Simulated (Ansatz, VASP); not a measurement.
Two plane-wave programs on F

```xyz
1
Lattice="0.0000 1.7317 1.7317 1.7317 0.0000 1.7317 1.7317 1.7317 0.0000" Properties=species:S:1:pos:R:3 pbc="T T T"
F     0.0000    0.0000    0.0000
```

Change from the starting cell: volume scaled by 1.017, to set the pressure.

Alike in both runs: task single point; functional PBE; k mesh 18 × 18 × 18; occupations fermi-dirac, width 0.08 eV; no spin polarisation.

```csv
,VASP,Ansatz
version,VASP 6.6.1,Ansatz 0.2.0
potentials or method,"VASP PAW PBE potentials, release 64 (F)","PAW with Ansatz's default frozen-core files, scalar-relativistic"
plane-wave cutoff (eV),600,420
valence electrons in the cell,7,7
```

|  | VASP | Ansatz | Ansatz less VASP |
| --- | --- | --- | --- |
| pressure (GPa) | -1.3 | -0.8 | +0.52 |
